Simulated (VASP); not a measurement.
Runs of VASP 6.6.1 on Bi2Se3. The structure is that of space group R-3m (No. 166), or close to it. The cells are those of the table. 

```tsv
cell	gap on the mesh (eV)	pressure (GPa)	largest force (eV/Å)
a = 10.033 Å, angles 24.3°, 5 atoms	(c)	-5.4	0.33
a = 9.906 Å, angles 24.3°, 5 atoms	0.16	(a)	0.13
a = 9.707 Å, angles 24.3°, 5 atoms	0.11	0.2	0.43
a = 9.774 Å, angles 24.3°, 5 atoms	(b)	-1.2	0.26
a = 9.840 Å, angles 24.3°, 5 atoms	0.14	-2.4	0.19
```

Alike in all rows: task single point; level PBEsol+D3(BJ); potentials or basis VASP PAW PBE potentials, release 64 (Bi_d, Se); no spin polarisation; k mesh 6 × 6 × 6; cutoff (eV) 520; smearing fermi-dirac 0.05 eV.

Problem. Estimate the missing entries.

Solution. (a) -3.5; (b) 0.13; (c) 0.19.

Caveats: three body term missing; the PAW data sets were made with another functional, which shifts forces and pressure a little; spin-orbit coupling is left out, which moves the levels of the heavy elements; the cell stands under tension (at least some runs).

A k mesh can miss the band edges, and the runs leave out spin-orbit coupling on Bi, Se.
